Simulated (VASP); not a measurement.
Input of a VASP 6.6.1 run:

The input INCAR:

```
ALGO = Normal ; EDIFF = 1E-7
ENCUT = 520 ; GGA = PS
ISIF = 2 ; ISMEAR = -1
ISPIN = 2 ; LASPH = True
LCHARG = True ; LELF = True
LMAXMIX = 4 ; LORBIT = 11
LREAL = False ; LVHAR = True
LWAVE = False ; MAGMOM = 2 2 2 2
NBANDS = 30 ; NELM = 150
PREC = Accurate ; SIGMA = 0.05
```

Contents of KPOINTS:

```
k-points
0
Gamma
  12 12 4
```

File POSCAR:

```
Co
1.0
    2.5030729010      0.0000000000      0.0000000000
   -1.2515364506      2.1677247198      0.0000000000
    0.0000000000      0.0000000000      8.1946701348
Co
4
Direct
    0.6666666667      0.3333333333      0.7500000000
    0.0000000000      0.0000000000      0.5000000000
    0.3333333333      0.6666666667      0.2500000000
    0.0000000000      0.0000000000      0.0000000000
```

Potentials or basis: VASP PAW PBE potentials, release 64 (Co).

Command:

```console
$ cat potpaw_PBE.64/Co/POTCAR > POTCAR
$ mpirun -np 1 vasp_std > vasp.out
```

(1) Predict the net moment.

(2) Predict the site moments.

(3) Predict the pressure.

Answers

(1) 6.69 μB per cell.

(2) Co +1.70, +1.68 μB.

(3) -13.9 GPa.

Caveat: the PAW data sets were made with another functional, which shifts forces and pressure a little.
